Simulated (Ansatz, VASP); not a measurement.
One calculation of PbSe, two programs

```
CELL_PARAMETERS angstrom
4.31546 0.00000 0.00000
0.00000 4.31546 0.00000
0.00000 0.00000 6.10299
ATOMIC_POSITIONS crystal
Pb 0.00000 0.00000 0.00000
Pb 0.50000 0.50000 0.50000
Se 0.50000 0.50000 0.00000
Se 0.00000 0.00000 0.50000
```

Alike in both runs: task single point; functional PBEsol; k mesh 4 × 4 × 4; occupations gaussian, width 0.1 eV; no spin polarisation.

```csv
,VASP,Ansatz
version,VASP 6.6.1,Ansatz 0.2.0
potentials or method,"VASP PAW PBE potentials, release 64 (Pb_d, Se), cutoff 500 eV","scalar-relativistic, plane waves, PAW"
valence electrons in the cell,40,60
```

Ansatz gave:

```
gap on the k mesh at the Fermi level (eV) : 0.18
least direct gap on the mesh (eV)         : 0.18
pressure (GPa)                            : 0.0
```

Q: What did VASP give for the same quantities?

A: gap on the k mesh at the Fermi level (eV): 0.17; least direct gap on the mesh (eV): 0.17; pressure (GPa): 0.0.

VASP's potentials were made for PBE, not for PBEsol, and Ansatz warns of the same on its side. VASP's potentials hold 40 valence electrons a cell and Ansatz's 60, so a difference there can come from the potentials and not from the codes.

Spin-orbit coupling is off throughout.
